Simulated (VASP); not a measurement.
# HfN (rocksalt type) (Fm-3m) in VASP: notebook, part 2 of 2

VASP 6.6.1. The steps go on from the part before.

## 4. Single point, r2SCAN

This run uses another cell than the first one, of 11.59 Å³/atom.

Input file POSCAR:

```
HfN
1.0
    0.0000000000      2.2627502416      2.2627502416
    2.2627502416      0.0000000000      2.2627502416
    2.2627502416      2.2627502416      0.0000000000
Hf N
1 1
Direct
    0.0000000000      0.0000000000      0.0000000000
    0.5000000000      0.5000000000      0.5000000000
```

Input file INCAR.step1:

```
  PREC = Accurate
  ENCUT = 520
  ISMEAR = -1
  SIGMA = 0.1
  LREAL = False
  LASPH = True
  NELM = 100
  NBANDS = 14
  GGA = PE
  ALGO = Normal
  EDIFF = 1E-4
  LWAVE = True
  LCHARG = False
```

Input file INCAR.step2:

```
  PREC = Accurate
  ENCUT = 520
  EDIFF = 1E-7
  ISMEAR = -1
  SIGMA = 0.1
  LREAL = False
  LASPH = True
  NELM = 100
  ALGO = Normal
  ISIF = 2
  LWAVE = False
  LCHARG = True
  METAGGA = R2SCAN
  LMIXTAU = True
  LELF = True
  LVHAR = True
  NBANDS = 14
  ISTART = 1
```

Input file KPOINTS:

```
regular mesh
0
Gamma
  15 15 15
```

Potentials or basis: VASP PAW PBE potentials, release 64 (Hf_pv, N).

Run with:

```
$ cat potpaw_PBE.64/Hf_pv/POTCAR potpaw_PBE.64/N/POTCAR > POTCAR
$ cp INCAR.step1 INCAR
$ mpirun -np 1 vasp_std > vasp.out
$ cp INCAR.step2 INCAR
$ mpirun -np 1 vasp_std > vasp.out
```

OUTCAR:

```text
PREC = Accurate
   ENCUT = 520
   EDIFF = 1E-7
   ISMEAR = -1
   LREAL = False
   LASPH = True
   NELM = 100
   ISIF = 2
   METAGGA = R2SCAN
   ISTART = 1

 ion  position               nearest neighbor table
   1  0.000  0.000  0.000-   2 2.26   2 2.26   2 2.26   2 2.26   2 2.26   2 2.26
   2  0.500  0.500  0.500-   1 2.26   1 2.26   1 2.26   1 2.26   1 2.26   1 2.26

  LATTYP: Found a face centered cubic cell.
 ALAT       =     4.5255004832

  Lattice vectors:

 A1 = (   0.0000000000,   2.2627502416,   2.2627502416)
 A2 = (   2.2627502416,   0.0000000000,   2.2627502416)
 A3 = (   2.2627502416,   2.2627502416,   0.0000000000)

Analysis of symmetry for initial positions (statically):
=====================================================================
 Subroutine PRICEL returns:
 Original cell was already a primitive cell.

 Routine SETGRP: Setting up the symmetry group for a
 face centered cubic supercell.

 Subroutine GETGRP returns: Found 48 space group operations
 (whereof 48 operations were pure point group operations)
 out of a pool of 48 trial point group operations.

The static configuration has the point symmetry O_h .

Analysis of symmetry for dynamics (positions and initial velocities):
=====================================================================
 Subroutine PRICEL returns:
 Original cell was already a primitive cell.

 Routine SETGRP: Setting up the symmetry group for a
 face centered cubic supercell.

 Subroutine GETGRP returns: Found 48 space group operations
 (whereof 48 operations were pure point group operations)
 out of a pool of 48 trial point group operations.

The dynamic configuration has the point symmetry O_h .

 Subroutine INISYM returns: Found 48 space group operations
 (whereof 48 operations are pure point group operations),
 and found     1 'primitive' translations

----------------------------------------------------------------------------------------

                                     Primitive cell

  volume of cell :      23.1707

  direct lattice vectors                    reciprocal lattice vectors
     0.000000000  2.262750242  2.262750242    -0.220970035  0.220970035  0.220970035
     2.262750242  0.000000000  2.262750242     0.220970035 -0.220970035  0.220970035
     2.262750242  2.262750242  0.000000000     0.220970035  0.220970035 -0.220970035

  length of vectors
     3.200012080  3.200012080  3.200012080     0.382731328  0.382731328  0.382731328

  position of ions in fractional coordinates (direct lattice)
     0.000000000  0.000000000  0.000000000
     0.500000000  0.500000000  0.500000000

  ion indices of the primitive-cell ions
   primitive index   ion index
                 1           1
                 2           2

----------------------------------------------------------------------------------------

 KPOINTS: regular mesh

Automatic generation of k-mesh.
 Grid dimensions read from file:
 generate k-points for:   15   15   15

 Generating k-lattice:

  Cartesian coordinates                     Fractional coordinates (reciprocal lattice)
    -0.014731336  0.014731336  0.014731336     0.066666667  0.000000000  0.000000000
     0.014731336 -0.014731336  0.014731336     0.000000000  0.066666667  0.000000000
[... 39 lines left out ...]
 [... further k-points ...]
   k-points           NKPTS =    120   k-points in BZ     NKDIM =    120   number of bands    NBANDS=     14
   number of dos      NEDOS =    301   number of ions     NIONS =      2
   total plane-waves  NPLWV =  13824
   dimension x,y,z NGX =    24 NGY =   24 NGZ =   24
   dimension x,y,z NGXF=    48 NGYF=   48 NGZF=   48
   ions per type =               1   1
   NGX,Y,Z   is equivalent  to a cutoff of  12.47, 12.47, 12.47 a.u.
   NGXF,Y,Z  is equivalent  to a cutoff of  24.94, 24.94, 24.94 a.u.
 SYSTEM =  unknown system
   PREC   = accura    normal or accurate (medium, high low for compatibility)
   ISTART =      1    job   : 0-new  1-cont  2-samecut
   ICHARG =      0    charge: 1-file 2-atom 10-const
   ISPIN  =      1    spin polarized calculation?
   LNONCOLLINEAR =      F non collinear calculations
   LSORBIT =      F    spin-orbit coupling
   LASPH  =      T    aspherical Exc in radial PAW
   ENCUT  =  520.0 eV  38.22 Ry    6.18 a.u.   5.95  5.95  5.95*2*pi/ulx,y,z
   NELM   =    100;   NELMIN=  2; NELMDL=  0     # of ELM steps
   EDIFF  = 0.1E-06   stopping-criterion for ELM
   LREAL  =      F    real-space projection
   EDIFFG = 0.1E-05   stopping-criterion for IOM
   NSW    =      0    number of steps for IOM
   IBRION =     -1    ionic relax: 0-MD 1-quasi-New 2-CG
   NFREE  =      0    steps in history (QN), initial steepest desc. (CG)
   ISIF   =      2    stress and relaxation
   ISYM   =      2    0-nonsym 1-usesym 2-fastsym
   POTIM  = 0.5000    time-step for ionic-motion
   TEBEG  =    0.0;   TEEND  =   0.0 temperature during run
   PSTRESS=    0.0 pullay stress
   NELECT =      15.0000    total number of electrons
   NUPDOWN=      -1.0000    fix difference up-down
   EMIN   =  10.00;   EMAX   =-10.00  energy-range for DOS
   EFERMI =   0.00;   METHOD = LEGACY
   ISMEAR =    -1;   SIGMA  =   0.10  broadening in eV -4-tet -1-fermi 0-gaus
   EFERMI_NEDOS =   21; number of points for ismear=-14 and -15
   IALGO  =     38    algorithm
   IMIX   =      4    mixing-type and parameters
     AMIX     =   0.40;   BMIX     =  1.00
     AMIX_MAG =   1.60;   BMIX_MAG =  1.00
  volume/ion in A,a.u.               =      11.59        78.18
  Fermi-wavevector in a.u.,A,eV,Ry     =   1.416202  2.676234 27.288239  2.005629
  Thomas-Fermi vector in A             =   2.537561
   LORBIT       =      0    0 simple, 1 ext, 2 COOP (PROOUT), +10 PAW based schemes
   METAGGA = R2SCAN    functional components
   LHFCALC =     F    Hartree Fock is set to
   AEXX    =    0.0000 exact exchange contribution
   IVDW    =     0    specifies the selected vdW correction
   LEPSILON=     F    determine dielectric tensor
   LRPA    =     F    only Hartree local field effects (RPA)
 non-spin polarized calculation
  energy-cutoff  :      520.00
  volume of cell :       23.17
 maximum number of plane-waves:       635
   NGX = 11   NGY = 11   NGZ = 11

 number of electron      15.0000000 magnetization

 Free energy of the ion-electron system (eV)
  ---------------------------------------------------
  ext. energy  EPLUGINS =         0.00000000
  ---------------------------------------------------
  free energy    TOTEN  =       -58.24418371 eV

  energy without entropy =      -58.22463684  energy(sigma->0) =      -58.23441028

 E-fermi :   8.4855     XC(G=0): -13.5327

 val. band max:        8.4826019502   @ k =   0.1333   0.0000   0.0000
 cond. band min:       8.4892619455   @ k =   0.2667   0.0667   0.0000
 fundamental gap:      0.0066599953
 Fermi energy:         8.4855063462

 k-point     1 :       0.0000    0.0000    0.0000
  band No.  band energies     occupation
      1     -24.0687      2.00000
      2     -24.0687      2.00000
      3     -24.0687      2.00000
      4     -10.1847      2.00000
      5       5.0650      2.00000
      6       5.0650      2.00000
      7       5.0650      2.00000
      8       8.1517      1.93143
      9       8.1517      1.93143
     10       8.1517      1.93143
     11      10.4858      0.00000
     12      10.4858      0.00000
     13      10.4988      0.00000
     14      18.5210      0.00000
[... 377 lines left out ...]
      1     -24.3425      2.00000
      2     -24.1430      2.00000
      3     -24.1333      2.00000
      4      -9.4329      2.00000
      5       2.1482      2.00000
      6       4.1417      2.00000
      7       4.2592      2.00000
      8       7.1921      2.00000
      9      10.0934      0.00000
     10      10.1325      0.00000
     11      11.2776      0.00000
     12      11.4179      0.00000
     13      14.7997      0.00000
     14      19.4389      0.00000

 [... further k-points ...]

------------------------ aborting loop because EDIFF is reached ----------------------------------------

  FORCE on cell =-STRESS in cart. coord.  units (eV):
  Direction    XX          YY          ZZ          XY          YZ          ZX
  --------------------------------------------------------------------------------------
  -------------------------------------------------------------------------------------
  Total       -0.3786971     -0.3786971     -0.3786971      0.0000000      0.0000000      0.0000000
  in kB      -26.1856085    -26.1856085    -26.1856085      0.0000000      0.0000000      0.0000000
  external PRESSURE =     -26.1856085 kB  Pullay stress =       0.0000000 kB

 VOLUME and BASIS-vectors are now :
 -----------------------------------------------------------------------------
  energy-cutoff  :      520.00
  volume of cell :       23.17
      direct lattice vectors                 reciprocal lattice vectors
     0.000000000  2.262750242  2.262750242    -0.220970035  0.220970035  0.220970035
     2.262750242  0.000000000  2.262750242     0.220970035 -0.220970035  0.220970035
     2.262750242  2.262750242  0.000000000     0.220970035  0.220970035 -0.220970035

 POSITION                                       TOTAL-FORCE (eV/Angst)
 -----------------------------------------------------------------------------------
      0.00000      0.00000      0.00000        -0.000000     -0.000000     -0.000000
      2.26275      2.26275      2.26275         0.000000      0.000000      0.000000
 -----------------------------------------------------------------------------------
    total drift:                                0.000000     -0.000000     -0.000000

  FREE ENERGIE OF THE ION-ELECTRON SYSTEM (eV)
  ---------------------------------------------------
  free  energy   TOTEN  =       -58.2441837073 eV

  energy  without entropy=      -58.2246368430  energy(sigma->0) =      -58.23441028
```

Wall time 3.6 min (1 thread of Intel Xeon 8259CL, shared host); peak memory 0.18 GiB.

What came out:

```yaml
Free_energy: -58.2442 eV
Pressure: -2.6 GPa
Band_gap_on_the_k_mesh: zero (an odd number of electrons rules out a gap without spin polarisation)
```

Caveat: the PAW data sets were made with another functional, which shifts forces and pressure a little; spin-orbit coupling is left out, which moves the levels of the heavy elements.

## 5. Single point, r2SCAN (11.59 Å³/atom)

This run uses another cell than the first one, of 11.59 Å³/atom.

POSCAR is that of step 4.

Input file INCAR.step1:

```
SYSTEM = HfN
PREC = Accurate
ENCUT = 520
ISMEAR = -1
SIGMA = 0.1
LREAL = .FALSE.
LASPH = .TRUE.
NELM = 100
NBANDS = 14
GGA = PE
ALGO = Normal
EDIFF = 1E-4
LWAVE = .TRUE.
LCHARG = .FALSE.
```

Input file INCAR.step2:

```
SYSTEM = HfN
PREC = Accurate
ENCUT = 520
EDIFF = 1E-6
ISMEAR = -1
SIGMA = 0.1
LREAL = .FALSE.
LASPH = .TRUE.
NELM = 100
ALGO = Normal
ISIF = 2
LWAVE = .FALSE.
LCHARG = .FALSE.
METAGGA = R2SCAN
LMIXTAU = .TRUE.
NBANDS = 14
ISTART = 1
```

Input file KPOINTS:

```
regular mesh
0
G
  15 15 15
  0 0 0
```

Run with:

```
$ cat potpaw_PBE.64/Hf_pv/POTCAR potpaw_PBE.64/N/POTCAR > POTCAR
$ cp INCAR.step1 INCAR
$ mpirun -np 1 vasp_std > vasp.out
$ cp INCAR.step2 INCAR
$ mpirun -np 1 vasp_std > vasp.out
```

Run time: 3.4 min. Hardware: 1 thread of Intel Xeon 8259CL, shared host; peak memory 0.18 GiB.

The run converged. Its results:

```yaml
Free_energy: -58.2442 eV
Pressure: -2.6 GPa
Band_gap_on_the_k_mesh: zero (an odd number of electrons rules out a gap without spin polarisation)
```

Levels at points of the mesh, in eV from the Fermi level:
| k point | band 4 | band 5 | band 6 | band 7 | band 8 | band 9 | band 10 | band 11 | band 12 | band 13 |
| --- | --- | --- | --- | --- | --- | --- | --- | --- | --- | --- |
| (0.00, 0.00, 0.00) | -18.67 | -3.42 | -3.42 | -3.42 | -0.33 | -0.33 | -0.33 | 2.00 | 2.00 | 2.01 |

Caveat: the PAW data sets were made with another functional, which shifts forces and pressure a little; spin-orbit coupling is left out, which moves the levels of the heavy elements.

## 6. Relaxation of cell and atoms, r2SCAN

This run uses another cell than the first one, of 10.00 Å³/atom.

Input file POSCAR:

```
HfN
1.0
    0.0000000000      2.1544346900      2.1544346900
    2.1544346900      0.0000000000      2.1544346900
    2.1544346900      2.1544346900      0.0000000000
Hf N
1 1
Direct
    0.0000000000      0.0000000000      0.0000000000
    0.5000000000      0.5000000000      0.5000000000
```

Input file INCAR.step1:

```
SYSTEM = HfN
PREC     = Accurate       ! precision mode
ENCUT    = 600            ! plane-wave cutoff, eV
ISMEAR   = -1             ! smearing method
SIGMA    = 0.1            ! smearing width, eV
LREAL    = .FALSE.        ! projectors in reciprocal space
LASPH    = .TRUE.         ! aspherical terms in the spheres
NELM     = 100            ! most SCF steps
GGA      = PE             ! functional
ALGO     = Normal         ! electronic algorithm
EDIFF    = 1E-4           ! SCF threshold, eV
LWAVE    = .TRUE.         ! write WAVECAR
LCHARG   = .FALSE.        ! write CHGCAR
```

Input file INCAR.step2:

```
SYSTEM = HfN
PREC     = Accurate       ! precision mode
ENCUT    = 600            ! plane-wave cutoff, eV
EDIFF    = 1E-6           ! SCF threshold, eV
ISMEAR   = -1             ! smearing method
SIGMA    = 0.1            ! smearing width, eV
LREAL    = .FALSE.        ! projectors in reciprocal space
LASPH    = .TRUE.         ! aspherical terms in the spheres
NELM     = 100            ! most SCF steps
ALGO     = Normal         ! electronic algorithm
ISIF     = 3              ! what is computed and relaxed
LWAVE    = .FALSE.        ! write WAVECAR
LCHARG   = .FALSE.        ! write CHGCAR
METAGGA  = R2SCAN         ! meta-GGA
LMIXTAU  = .TRUE.       
IBRION   = 2              ! ionic algorithm
NSW      = 60             ! ionic steps
EDIFFG   = -0.005         ! ionic threshold
ISTART   = 1
```

KPOINTS is that of step 5.

Potentials or basis: VASP PAW PBE potentials, release 64 (Hf_pv, N).

Run with:

```
$ cat potpaw_PBE.64/Hf_pv/POTCAR potpaw_PBE.64/N/POTCAR > POTCAR
$ cp INCAR.step1 INCAR
$ mpirun -np 1 vasp_std > vasp.out
$ cp INCAR.step2 INCAR
$ mpirun -np 1 vasp_std > vasp.out
```

Wall time 11 min (1 thread of Intel Xeon 8259CL, shared host); peak memory 0.19 GiB.

It converged, with:

```
Free energy                           : -58.2442 eV
Relaxed volume                        : 11.48 Å³/atom
Relaxed cell                          : a = 3.190 Å, b = 3.190 Å, c = 3.190 Å, α = 60.00°, β = 60.00°, γ = 60.00°
Space group after relaxing (to 0.1 Å) : Fm-3m (No. 225)
Pressure after relaxing               : 0.0 GPa
Band gap on the k mesh                : zero (an odd number of electrons rules out a gap without spin polarisation)
```

Final structure:
```
Hf N
1.0
     0.00000    2.25595    2.25595
     2.25595    0.00000    2.25595
     2.25595    2.25595    0.00000
Hf N
1 1
Direct
  0.00000 0.00000 0.00000
  0.50000 0.50000 0.50000
```

Levels at points of the mesh, in eV from the Fermi level:
| k point | band 4 | band 5 | band 6 | band 7 | band 8 | band 9 | band 10 | band 11 |
| --- | --- | --- | --- | --- | --- | --- | --- | --- |
| (0.00, 0.00, 0.00) | -18.73 | -3.43 | -3.43 | -3.43 | -0.34 | -0.34 | -0.34 | 2.10 |

Caveat: the PAW data sets were made with another functional, which shifts forces and pressure a little; spin-orbit coupling is left out, which moves the levels of the heavy elements.

## 7. Overview

```csv
task,cell,cutoff (eV),gap on the mesh (eV),pressure (GPa)
single point,"a = 3.067 Å, angles 60.0°, 2 atoms",520,none,44.5
single point,"a = 3.135 Å, angles 60.0°, 2 atoms",520,none,17.1
single point,"a = 3.200 Å, angles 60.0°, 2 atoms",520,none,-2.6
relaxation of cell and atoms,"relaxed from a = 3.047 Å, angles 60.0°, 2 atoms",600,none,0.0
```

Alike in all rows: level r2SCAN; potentials or basis VASP PAW PBE potentials, release 64 (Hf_pv, N); no spin polarisation; k mesh 15 × 15 × 15; smearing fermi-dirac 0.1 eV.

Caveats: the PAW data sets were made with another functional, which shifts forces and pressure a little; spin-orbit coupling is left out, which moves the levels of the heavy elements; the cell stands under pressure (at least some runs).

Total energies depend on the potentials used, so only differences within one code and one set of settings carry meaning.

The gap in the log of VASP goes by the Fermi energy; the results here count the filled bands.